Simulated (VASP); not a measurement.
# Sb2As2C (Immm) in VASP: single point with PBE

Aim: the single point of Sb2As2C with PBE.

Everything below comes from runs of VASP 6.6.1. Logs are shortened: lines on timing, memory, paths and dates and some standing lists are left out, and cuts for length are marked.

### 1 The cell of the first run

The structure is orthorhombic, space group Immm (No. 71). Conventional cell: a = 3.689 Å, b = 6.932 Å, c = 8.846 Å, α = 90.00°, β = 90.00°, γ = 90.00°. Sb (site symmetry mm2) has 1 C at 2.57 Å and 6 As at 3.07 to 3.17 Å within 3.4 Å. As (site symmetry m2m) has 1 C at 1.87 Å within 2.5 Å. C (site symmetry mmm) has 2 As at 1.87 Å and 2 Sb at 2.57 Å within 2.6 Å.

The cell was generated, and may not be a known phase.

### 2 Single point, PBE

Contents of INCAR:

```
SYSTEM = Sb2As2C
  PREC = Accurate
  ENCUT = 700
  EDIFF = 1E-6
  ISMEAR = 0
  SIGMA = 0.1
  LREAL = .FALSE.
  LASPH = .TRUE.
  NELM = 120
  ALGO = Normal
  ISIF = 2
  LWAVE = .FALSE.
  LCHARG = .FALSE.
  GGA = PE
  NBANDS = 40
  GGA_COMPAT = .FALSE.
```

Contents of KPOINTS:

```
Automatic mesh
0
G
  4 4 4
  0 0 0
```

Contents of POSCAR:

```
Sb2As2C
1.0
   -1.8447256652      4.4231781318      3.4661190754
    1.8447256652     -4.4231781318      3.4661190754
    1.8447256652      4.4231781318     -3.4661190754
Sb As C
2 2 1
Direct
    0.7902825366      0.5000000000      0.2902825366
    0.2097174634      0.5000000000      0.7097174634
    0.7691113389      0.7691113389      0.0000000000
    0.2308886611      0.2308886611      0.0000000000
    0.5000000000      0.5000000000      0.0000000000
```

Potentials or basis: VASP PAW PBE potentials, release 64 (Sb_d_GW, As_d, C).

Started as:

```
cat potpaw_PBE.64/Sb_d_GW/POTCAR potpaw_PBE.64/As_d/POTCAR potpaw_PBE.64/C/POTCAR > POTCAR
mpirun -np 1 vasp_std > vasp.out
```

OUTCAR:

```text
SYSTEM = Sb2As2C
   PREC = Accurate
   ENCUT = 700
   EDIFF = 1E-6
   ISMEAR = 0
   LREAL = .FALSE.
   LASPH = .TRUE.
   NELM = 120
   ISIF = 2
   GGA = PE

 ion  position               nearest neighbor table
   1  0.790  0.500  0.290-   5 2.57   3 3.07   4 3.07   4 3.07   3 3.07   3 3.17   4 3.17
   2  0.210  0.500  0.710-   5 2.57   4 3.07   3 3.07   4 3.07   3 3.07   4 3.17   3 3.17
   3  0.769  0.769  0.000-   5 1.87   1 3.07   2 3.07   2 3.07   1 3.07   1 3.17   2 3.17
   4  0.231  0.231  0.000-   5 1.87   2 3.07   2 3.07   1 3.07   1 3.07   2 3.17   1 3.17
   5  0.500  0.500  0.000-   3 1.87   4 1.87   1 2.57   2 2.57

  LATTYP: Found a body centered orthorhombic cell.
 ALAT       =     3.6894513304
 B/A-ratio  =     1.8789347060
 C/A-ratio  =     2.3977430440

  Lattice vectors:

 A1 = (   1.8447256652,  -4.4231781318,  -3.4661190754)
 A2 = (  -1.8447256652,  -4.4231781318,   3.4661190754)
 A3 = (  -1.8447256652,   4.4231781318,  -3.4661190754)

Analysis of symmetry for initial positions (statically):
=====================================================================
 Subroutine PRICEL returns:
 Original cell was already a primitive cell.

 Routine SETGRP: Setting up the symmetry group for a
 body centered orthorhombic supercell.

 Subroutine GETGRP returns: Found  8 space group operations
 (whereof  8 operations were pure point group operations)
 out of a pool of  8 trial point group operations.

The static configuration has the point symmetry D_2h.

Analysis of symmetry for dynamics (positions and initial velocities):
=====================================================================
 Subroutine PRICEL returns:
 Original cell was already a primitive cell.

 Routine SETGRP: Setting up the symmetry group for a
 body centered orthorhombic supercell.

 Subroutine GETGRP returns: Found  8 space group operations
 (whereof  8 operations were pure point group operations)
 out of a pool of  8 trial point group operations.

The dynamic configuration has the point symmetry D_2h.

 Subroutine INISYM returns: Found  8 space group operations
 (whereof  8 operations are pure point group operations),
 and found     1 'primitive' translations

----------------------------------------------------------------------------------------

                                     Primitive cell

  volume of cell :     113.1279

  direct lattice vectors                    reciprocal lattice vectors
    -1.844725665  4.423178132  3.466119075     0.000000000  0.113040892  0.144253555
     1.844725665 -4.423178132  3.466119075     0.271043012  0.000000000  0.144253555
     1.844725665  4.423178132 -3.466119075     0.271043012  0.113040892  0.000000000

  length of vectors
     5.914515957  5.914515957  5.914515957     0.183268468  0.307039741  0.293670832

  position of ions in fractional coordinates (direct lattice)
     0.790282537  0.500000000  0.290282537
     0.209717463  0.500000000  0.709717463
     0.769111339  0.769111339  0.000000000
     0.230888661  0.230888661  0.000000000
     0.500000000  0.500000000  0.000000000

  ion indices of the primitive-cell ions
   primitive index   ion index
                 1           1
                 2           2
                 3           3
                 4           4
                 5           5

----------------------------------------------------------------------------------------

 KPOINTS: Automatic mesh

Automatic generation of k-mesh.
 Grid dimensions read from file:
 generate k-points for:    4    4    4

 Generating k-lattice:

  Cartesian coordinates                     Fractional coordinates (reciprocal lattice)
     0.000000000  0.028260223  0.036063389     0.250000000  0.000000000 -0.000000000
     0.067760753  0.000000000  0.036063389     0.000000000  0.250000000  0.000000000
     0.067760753  0.028260223  0.000000000    -0.000000000  0.000000000  0.250000000

  Length of vectors
     0.045817117  0.076759935  0.073417708

  Shift w.r.t. Gamma in fractional coordinates (k-lattice)
     0.000000000  0.000000000  0.000000000

 Subroutine IBZKPT returns following result:
 ===========================================

 Found     18 irreducible k-points:

 Following reciprocal coordinates:
            Coordinates               Weight
  0.000000  0.000000  0.000000      1.000000
  0.250000 -0.000000  0.000000      4.000000
  0.500000 -0.000000  0.000000      2.000000
  0.000000  0.250000  0.000000      4.000000
  0.250000  0.250000  0.000000      8.000000
  0.500000  0.250000  0.000000      8.000000
[... 10 lines left out ...]
 -0.250000 -0.250000  0.250000      2.000000
  0.500000  0.500000  0.500000      1.000000
   k-points           NKPTS =     18   k-points in BZ     NKDIM =     18   number of bands    NBANDS=     40
   number of dos      NEDOS =    301   number of ions     NIONS =      5
   total plane-waves  NPLWV = 157464
   dimension x,y,z NGX =    54 NGY =   54 NGZ =   54
   dimension x,y,z NGXF=   108 NGYF=  108 NGZF=  108
   ions per type =               2   2   1
   NGX,Y,Z   is equivalent  to a cutoff of  15.18, 15.18, 15.18 a.u.
   NGXF,Y,Z  is equivalent  to a cutoff of  30.36, 30.36, 30.36 a.u.
 SYSTEM =  Sb2As2C
   PREC   = accura    normal or accurate (medium, high low for compatibility)
   ISTART =      0    job   : 0-new  1-cont  2-samecut
   ICHARG =      2    charge: 1-file 2-atom 10-const
   ISPIN  =      1    spin polarized calculation?
   LNONCOLLINEAR =      F non collinear calculations
   LSORBIT =      F    spin-orbit coupling
   LASPH  =      T    aspherical Exc in radial PAW
   ENCUT  =  700.0 eV  51.45 Ry    7.17 a.u.  12.76 12.76 12.76*2*pi/ulx,y,z
   NELM   =    120;   NELMIN=  2; NELMDL= -5     # of ELM steps
   EDIFF  = 0.1E-05   stopping-criterion for ELM
   LREAL  =      F    real-space projection
   EDIFFG = 0.1E-04   stopping-criterion for IOM
   NSW    =      0    number of steps for IOM
   IBRION =     -1    ionic relax: 0-MD 1-quasi-New 2-CG
   NFREE  =      0    steps in history (QN), initial steepest desc. (CG)
   ISIF   =      2    stress and relaxation
   ISYM   =      2    0-nonsym 1-usesym 2-fastsym
   POTIM  = 0.5000    time-step for ionic-motion
   TEBEG  =    0.0;   TEEND  =   0.0 temperature during run
   PSTRESS=    0.0 pullay stress
   NELECT =      64.0000    total number of electrons
   NUPDOWN=      -1.0000    fix difference up-down
   EMIN   =  10.00;   EMAX   =-10.00  energy-range for DOS
   EFERMI =   0.00;   METHOD = LEGACY
   ISMEAR =     0;   SIGMA  =   0.10  broadening in eV -4-tet -1-fermi 0-gaus
   EFERMI_NEDOS =   21; number of points for ismear=-14 and -15
   IALGO  =     38    algorithm
   IMIX   =      4    mixing-type and parameters
     AMIX     =   0.40;   BMIX     =  1.00
     AMIX_MAG =   1.60;   BMIX_MAG =  1.00
  volume/ion in A,a.u.               =      22.63       152.68
  Fermi-wavevector in a.u.,A,eV,Ry     =   1.353978  2.558647 24.942966  1.833256
  Thomas-Fermi vector in A             =   2.481188
   LORBIT       =      0    0 simple, 1 ext, 2 COOP (PROOUT), +10 PAW based schemes
   GGA     = PE    functional components
   LHFCALC =     F    Hartree Fock is set to
   AEXX    =    0.0000 exact exchange contribution
   IVDW    =     0    specifies the selected vdW correction
   LEPSILON=     F    determine dielectric tensor
   LRPA    =     F    only Hartree local field effects (RPA)
 non-spin polarized calculation
 Gauss-broadening in eV      SIGMA  =   0.10
  energy-cutoff  :      700.00
  volume of cell :      113.13
 maximum number of plane-waves:      4780
 NGX is ok and might be reduce to    54
   NGX = 25   NGY = 25   NGZ = 25

 number of electron      63.9999993 magnetization

 Free energy of the ion-electron system (eV)
  ---------------------------------------------------
  ext. energy  EPLUGINS =         0.00000000
  ---------------------------------------------------
  free energy    TOTEN  =       -22.64707044 eV

  energy without entropy =      -22.64009010  energy(sigma->0) =      -22.64358027

 E-fermi :   4.4814     XC(G=0): -10.2815

 val. band max:        4.2382551475   @ k =   0.0000   0.5000   0.0000
 cond. band min:       4.4854415204   @ k =   0.2500  -0.0000   0.0000
 fundamental gap:      0.2471863729
 Fermi energy:         4.4813642465

 k-point     1 :       0.0000    0.0000    0.0000
  band No.  band energies     occupation
      1     -31.7184      2.00000
      2     -31.7110      2.00000
      3     -31.6916      2.00000
      4     -31.6880      2.00000
      5     -31.6796      2.00000
      6     -31.6792      2.00000
[... 32 lines left out ...]
     39       9.2864      0.00000
     40      10.4720      0.00000

 k-point     2 :       0.2500   -0.0000    0.0000
  band No.  band energies     occupation
      1     -31.7180      2.00000
      2     -31.7113      2.00000
      3     -31.6911      2.00000
      4     -31.6884      2.00000
      5     -31.6795      2.00000
      6     -31.6793      2.00000
[... 32 lines left out ...]
     39       8.7015      0.00000
     40       9.6313      0.00000

 k-point     3 :       0.5000   -0.0000    0.0000
  band No.  band energies     occupation
      1     -31.7176      2.00000
      2     -31.7117      2.00000
      3     -31.6904      2.00000
      4     -31.6891      2.00000
      5     -31.6795      2.00000
      6     -31.6793      2.00000
[... 32 lines left out ...]
     39       8.8526      0.00000
     40       9.0991      0.00000

 k-point     4 :       0.0000    0.2500    0.0000
  band No.  band energies     occupation
      1     -31.7180      2.00000
      2     -31.7113      2.00000
      3     -31.6911      2.00000
      4     -31.6884      2.00000
      5     -31.6800      2.00000
      6     -31.6797      2.00000
[... 32 lines left out ...]
     39       9.1347      0.00000
     40      11.6090      0.00000
[... 514 lines left out ...]
     39       8.6153      0.00000
     40       9.8042      0.00000

 k-point    17 :      -0.2500   -0.2500    0.2500
  band No.  band energies     occupation
      1     -31.7176      2.00000
      2     -31.7117      2.00000
      3     -31.6904      2.00000
      4     -31.6891      2.00000
      5     -31.6795      2.00000
      6     -31.6793      2.00000
[... 32 lines left out ...]
     39       9.4925      0.00000
     40       9.6592      0.00000

 k-point    18 :       0.5000    0.5000    0.5000
  band No.  band energies     occupation
      1     -31.7182      2.00000
      2     -31.7111      2.00000
      3     -31.6915      2.00000
      4     -31.6879      2.00000
      5     -31.6795      2.00000
      6     -31.6793      2.00000
[... 32 lines left out ...]
     39       8.7111      0.00000
     40       9.9448      0.00000

------------------------ aborting loop because EDIFF is reached ----------------------------------------

  FORCE on cell =-STRESS in cart. coord.  units (eV):
  Direction    XX          YY          ZZ          XY          YZ          ZX
  --------------------------------------------------------------------------------------
  -------------------------------------------------------------------------------------
  Total       -0.0268803      0.0134907     -0.3578629      0.0000000      0.0000000      0.0000000
  in kB       -0.3806935      0.1910618     -5.0682450      0.0000000      0.0000000      0.0000000
  external PRESSURE =      -1.7526256 kB  Pullay stress =       0.0000000 kB

 VOLUME and BASIS-vectors are now :
 -----------------------------------------------------------------------------
  energy-cutoff  :      700.00
  volume of cell :      113.13
      direct lattice vectors                 reciprocal lattice vectors
    -1.844725665  4.423178132  3.466119075     0.000000000  0.113040892  0.144253555
     1.844725665 -4.423178132  3.466119075     0.271043012  0.000000000  0.144253555
     1.844725665  4.423178132 -3.466119075     0.271043012  0.113040892  0.000000000

 POSITION                                       TOTAL-FORCE (eV/Angst)
 -----------------------------------------------------------------------------------
     -0.00000      2.56794      3.46612         0.000000     -0.003291     -0.000000
      1.84473      1.85524      0.00000        -0.000000      0.003291     -0.000000
      0.00000      0.00000      5.33166         0.000000      0.000000     -0.065242
      0.00000      0.00000      1.60058        -0.000000     -0.000000      0.065242
      0.00000      0.00000      3.46612         0.000000      0.000000     -0.000000
 -----------------------------------------------------------------------------------
    total drift:                               -0.000000     -0.000000      0.000000

  FREE ENERGIE OF THE ION-ELECTRON SYSTEM (eV)
  ---------------------------------------------------
  free  energy   TOTEN  =       -22.6470704402 eV

  energy  without entropy=      -22.6400900953  energy(sigma->0) =      -22.64358027
```

Wall time 2.6 min (1 thread of Intel Xeon Platinum 8488C (Sapphire Rapids), shared host); peak memory 0.47 GiB.

What came out:

```
Free energy            : -22.6471 eV
Pressure               : -0.2 GPa
Largest force          : 0.065 eV/Å
Band gap on the k mesh : zero (bands 32 and 33 overlap by 1.66 eV)
```

Forces on the atoms (eV/Å):
```
Sb   0.000 -0.003  0.000
Sb   0.000  0.003  0.000
As   0.000  0.000 -0.065
As   0.000  0.000  0.065
C    0.000  0.000  0.000
```

Caveat: the k points lie up to 0.46 Å⁻¹ apart, too coarse for converged energies and pressures of a metal; spin-orbit coupling is left out, which moves the levels of the heavy elements.

The gap in the log of VASP goes by the Fermi energy; the results here count the filled bands.